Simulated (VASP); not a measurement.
A run of VASP 6.6.1:

Contents of INCAR:

```
SYSTEM = Sb
PREC = Accurate ; ENCUT = 520
EDIFF = 1E-6 ; ISMEAR = 0
SIGMA = 0.1 ; LREAL = .False.
LASPH = .True. ; NELM = 100
ALGO = Normal ; ISIF = 2
LWAVE = .False. ; LCHARG = .False.
GGA = PS ; NBANDS = 12
```

Contents of KPOINTS:

```
Automatic mesh
0
Gamma
  12 12 12
  0 0 0
```

File POSCAR:

```
Sb
1.0
    2.1610330336      1.2476730037      3.6878909981
   -2.1610330336      1.2476730037      3.6878909981
    0.0000000000     -2.4953460073      3.6878909981
Sb
2
Direct
    0.2356940722      0.2356940722      0.2356940722
    0.7643059278      0.7643059278      0.7643059278
```

Potentials or basis: VASP PAW PBE potentials, release 64 (Sb).

Run with:

```sh
$ cat potpaw_PBE.64/Sb/POTCAR > POTCAR
$ mpirun -np 1 vasp_std > vasp.out
```

Hardware: 1 thread of Intel(R) Xeon(R) 6975P-C (Granite Rapids), on a shared host.

**Question.** How long does it take, and how much memory?

**Answer.** It took 34 s on 1 thread of Intel(R) Xeon(R) 6975P-C (Granite Rapids), with other jobs on the host, peak memory 0.28 GiB. Counts: scf iterations 10, k points 189.
